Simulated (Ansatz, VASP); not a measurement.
## Two plane-wave programs on Cu

```
Cu
1.0
     1.25013   -4.07971    0.00000
     1.25013    4.07971    0.00000
     0.00000    0.00000    2.53982
Cu
2
Direct
  0.13387 0.86613 0.25000
  0.86613 0.13387 0.75000
```

Alike in both runs: task single point; functional LDA; k mesh 12 × 12 × 12; occupations fermi-dirac, width 0.15 eV; no spin polarisation.

```csv
,VASP,Ansatz
version,VASP 6.6.1,Ansatz 0.2.0
potentials or method,"VASP PAW LDA potentials, release 64 (Cu), cutoff 520 eV","plane waves, PAW"
valence electrons in the cell,22,38
```

Ansatz gave:

```
pressure (GPa)                                                : -15.8
traceless stress, the component that is largest in VASP (GPa) : 0.89
```

Problem. What did VASP give for the same quantities?

Solution. Pressure (GPa): -15.0; traceless stress, the component that is largest in VASP (GPa): 0.77.

LDA's correlation is that of Perdew and Zunger in VASP and of Perdew and Wang (1992) in Ansatz. VASP's potentials hold 22 valence electrons a cell and Ansatz's 38, so a difference there can come from the potentials and not from the codes.
